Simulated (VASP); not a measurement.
# HfN (I-4m2) in VASP: notebook, part 3 of 3

VASP 6.6.1.

## (5) Single point, PBEsol (strain +0.025 along x and y, -0.050 along z)

INCAR

```
PREC = Accurate
ENCUT = 520
EDIFF = 1E-6
ISMEAR = 0
SIGMA = 0.15
LREAL = False
LASPH = True
NELM = 80
ALGO = Normal
ISIF = 2
LWAVE = False
LCHARG = False
GGA = PS
NBANDS = 14
```

KPOINTS

```
regular mesh
0
Gamma
  16 16 16
```

POSCAR

```
HfN
1.0
    0.0000000000      2.5161925500      2.3320809000
    2.5161925500      0.0000000000      2.3320809000
    2.5161925500      2.5161925500      0.0000000000
Hf N
1 1
Direct
    0.0000000000      0.0000000000      0.0000000000
    0.7500000000      0.7500000000      0.7500000000
```

Potentials or basis: VASP PAW PBE potentials, release 64 (Hf_pv, N).

Launch:

```sh
$ cat potpaw_PBE.64/Hf_pv/POTCAR potpaw_PBE.64/N/POTCAR > POTCAR
$ mpirun -np 1 vasp_std > vasp.out
```

OUTCAR:

```text
PREC = Accurate
   ENCUT = 520
   EDIFF = 1E-6
   ISMEAR = 0
   LREAL = False
   LASPH = True
   NELM = 80
   ISIF = 2
   GGA = PS

 ion  position               nearest neighbor table
   1  0.000  0.000  0.000-   2 2.13   2 2.13   2 2.13   2 2.13
   2  0.750  0.750  0.750-   1 2.13   1 2.13   1 2.13   1 2.13

  LATTYP: Found a body centered tetragonal cell.
 ALAT       =     3.5584336298
 C/A-ratio  =     1.3107345212

  Lattice vectors:

 A1 = (   0.0000000000,  -2.5161925500,  -2.3320809000)
 A2 = (   0.0000000000,   2.5161925500,  -2.3320809000)
 A3 = (   2.5161925500,   0.0000000000,   2.3320809000)

Analysis of symmetry for initial positions (statically):
=====================================================================
 Subroutine PRICEL returns:
 Original cell was already a primitive cell.

 Routine SETGRP: Setting up the symmetry group for a
 body centered tetragonal supercell.

 Subroutine GETGRP returns: Found  8 space group operations
 (whereof  8 operations were pure point group operations)
 out of a pool of 16 trial point group operations.

The static configuration has the point symmetry D_2d.

Analysis of symmetry for dynamics (positions and initial velocities):
[... 176 lines left out ...]
      8       4.8727      2.00000
      9       7.3413      0.00000
     10       8.2815      0.00000
     11      11.7847      0.00000
     12      11.7848      0.00000
     13      12.9549      0.00000
     14      17.9353      0.00000
[... 377 lines left out ...]
      1     -25.4740      2.00000
      2     -25.4612      2.00000
      3     -25.4374      2.00000
      4     -10.3555      2.00000
      5      -0.0676      2.00000
      6       0.1969      2.00000
      7       0.4281      2.00000
      8       5.3995      1.97562
      9       7.0966      0.00000
     10       8.1170      0.00000
     11      11.6685      0.00000
     12      12.1268      0.00000
     13      12.9484      0.00000
     14      17.5952      0.00000

 [... further k-points ...]

------------------------ aborting loop because EDIFF is reached ----------------------------------------

  FORCE on cell =-STRESS in cart. coord.  units (eV):
  Direction    XX          YY          ZZ          XY          YZ          ZX
  --------------------------------------------------------------------------------------
  -------------------------------------------------------------------------------------
  Total       -1.7044683     -1.7044683      0.1426242      0.0000000      0.0000000     -0.0000000
  in kB      -92.4779416    -92.4779416      7.7382462      0.0000000      0.0000000     -0.0000000
  external PRESSURE =     -59.0725457 kB  Pullay stress =       0.0000000 kB

 VOLUME and BASIS-vectors are now :
 -----------------------------------------------------------------------------
  energy-cutoff  :      520.00
  volume of cell :       29.53
      direct lattice vectors                 reciprocal lattice vectors
     0.000000000  2.516192550  2.332080900    -0.198712932  0.198712932  0.214400795
     2.516192550  0.000000000  2.332080900     0.198712932 -0.198712932  0.214400795
     2.516192550  2.516192550  0.000000000     0.198712932  0.198712932 -0.214400795

 POSITION                                       TOTAL-FORCE (eV/Angst)
 -----------------------------------------------------------------------------------
      0.00000      0.00000      0.00000         0.000000      0.000000     -0.000000
      3.77429      3.77429      3.49812        -0.000000     -0.000000      0.000000
 -----------------------------------------------------------------------------------
    total drift:                                0.000000      0.000000     -0.000000

  FREE ENERGIE OF THE ION-ELECTRON SYSTEM (eV)
  ---------------------------------------------------
  free  energy   TOTEN  =       -22.2087842122 eV

  energy  without entropy=      -22.2013737807  energy(sigma->0) =      -22.20507900
```

OSZICAR:

```text
N       E                     dE             d eps       ncg     rms          rms(c)
DAV:   1     0.410347559954E+02    0.41035E+02   -0.77127E+03  9780   0.977E+02
DAV:   2    -0.229890852304E+02   -0.64024E+02   -0.59697E+02 13328   0.231E+02
DAV:   3    -0.255165535629E+02   -0.25275E+01   -0.25174E+01 11356   0.381E+01
DAV:   4    -0.255308863212E+02   -0.14333E-01   -0.14331E-01 11614   0.341E+00
DAV:   5    -0.255310310935E+02   -0.14477E-03   -0.14477E-03 11494   0.302E-01    0.542E+01
DAV:   6    -0.223604225033E+02    0.31706E+01   -0.11648E+01 10888   0.235E+01    0.393E+01
DAV:   7    -0.222382427722E+02    0.12218E+00   -0.68335E-01 10486   0.726E+00    0.245E+01
DAV:   8    -0.222169276802E+02    0.21315E-01   -0.11151E-01 11680   0.293E+00    0.628E+00
DAV:   9    -0.222089972832E+02    0.79304E-02   -0.21785E-02 10852   0.110E+00    0.175E+00
DAV:  10    -0.222088324452E+02    0.16484E-03   -0.16514E-03 12076   0.361E-01    0.354E-01
DAV:  11    -0.222087865359E+02    0.45909E-04   -0.13658E-04 10918   0.108E-01    0.843E-02
DAV:  12    -0.222087843161E+02    0.22198E-05   -0.21227E-05 13102   0.356E-02    0.239E-02
DAV:  13    -0.222087842122E+02    0.10389E-06   -0.81425E-07  6710   0.872E-03
   1 F= -.22208784E+02 E0= -.22205079E+02  d E =-.741043E-02
```

stdout:

```text
POSCAR found type information on POSCAR HfN
 POSCAR found :  2 types and       2 ions
 scaLAPACK will be used
 -----------------------------------------------------------------------------
|                                                                             |
|                                                                             |
|     You enforced a specific xc type in the INCAR file but a different       |
|     I HOPE YOU KNOW WHAT YOU ARE DOING!                                     |
|                                                                             |
 -----------------------------------------------------------------------------

 LDA part: xc-table for (Slater+PW92), standard interpolation
 POSCAR, INCAR and KPOINTS ok, starting setup
 FFT: planning ... GRIDC
 FFT: planning ... GRID_SOFT
 FFT: planning ... GRID
 WAVECAR not read
 entering main loop
```

It took 2.4 min on 1 thread of AMD EPYC 9R14 (Zen 4), shared host; peak memory 0.25 GiB.

Results:

```yaml
Free_energy: -22.2088 eV
Pressure: -5.9 GPa
Band_gap_on_the_k_mesh: zero (an odd number of electrons rules out a gap without spin polarisation)
```

Stress tensor (GPa, compression positive):
```
-9.25  0.00  0.00
 0.00 -9.25  0.00
 0.00  0.00  0.77
```

Caveat: the cell differs from its parent crystal (strain +0.025 along x and y, -0.050 along z); the stress differs along the axes, from -9 to 1 GPa; the PAW data sets were made with another functional, which shifts forces and pressure a little; spin-orbit coupling is left out, which moves the levels of the heavy elements; an odd number of electrons without spin polarisation forces a metal; a magnetic or distorted state may lie lower.

## (6) Overview

```tsv
cell	gap on the mesh (eV)	pressure (GPa)
a = 3.476, b = 3.476, c = 3.298 Å, angles 61.7, 61.7, 56.6°, 2 atoms	none	4.6
a = 3.386, b = 3.386, c = 3.472 Å, angles 59.2, 59.2, 61.7°, 2 atoms	none	4.4
a = 3.517, b = 3.517, c = 3.385 Å, angles 61.2, 61.2, 57.5°, 2 atoms	none	-5.8
a = 3.431, b = 3.431, c = 3.558 Å, angles 58.8, 58.8, 62.5°, 2 atoms	none	-5.9
```

Alike in all rows: task single point; level PBEsol; potentials or basis VASP PAW PBE potentials, release 64 (Hf_pv, N); no spin polarisation; k mesh 16 × 16 × 16; cutoff (eV) 520; smearing gaussian 0.15 eV.

Caveats: the PAW data sets were made with another functional, which shifts forces and pressure a little; spin-orbit coupling is left out, which moves the levels of the heavy elements; an odd number of electrons without spin polarisation forces a metal; a magnetic or distorted state may lie lower; the stress differs along the axes, from -7 to 10 GPa (at least some runs); the stress differs along the axes, from 2 to 9 GPa (at least some runs); the stress differs along the axes, from -14 to -2 GPa (at least some runs).

Total energies depend on the potentials used, so only differences within one code and one set of settings carry meaning.
